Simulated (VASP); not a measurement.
Here is a VASP 6.6.1 calculation.

Contents of INCAR:

```
ALGO = Normal
EDIFF = 1E-6
ENCUT = 600
GGA = PE
GGA_COMPAT = F
ISIF = 2
ISMEAR = 0
LASPH = T
LCHARG = T
LELF = T
LREAL = F
LVHAR = T
LWAVE = F
NBANDS = 25
NELM = 120
PREC = Accurate
SIGMA = 0.1
```

The input KPOINTS:

```
k-points
0
Gamma
  6 6 4
```

File POSCAR:

```
Be2NbP3
1.0
    4.1301525442      0.0000000000      0.0000000000
   -2.0650762721      3.5768170248      0.0000000000
    0.0000000000      0.0000000000      9.1128048773
Be Nb P
2 1 3
Direct
    0.0000000000      0.0000000000      0.2270786595
    0.0000000000      0.0000000000      0.7729213405
    0.0000000000      0.0000000000      0.5000000000
    0.3333333333      0.6666666667      0.0000000000
    0.6666666667      0.3333333333      0.0000000000
    0.0000000000      0.0000000000      0.0000000000
```

Potentials or basis: VASP PAW PBE potentials, release 64 (Be, Nb_sv, P).

Launch:

```bash
$ cat potpaw_PBE.64/Be/POTCAR potpaw_PBE.64/Nb_sv/POTCAR potpaw_PBE.64/P/POTCAR > POTCAR
$ mpirun -np 1 vasp_std > vasp.out
```

**Question.** Estimate the pressure.

**Answer.** -0.1 GPa.

**Question.** Estimate the band gap on the k mesh.

**Answer.** Zero (bands 16 and 17 overlap by 0.36 eV).

**Question.** Estimate the largest force.

**Answer.** 0.018 eV/Å.

Stress tensor (GPa, compression positive):
```
-0.19  0.00  0.00
 0.00 -0.19  0.00
 0.00  0.00  0.14
```
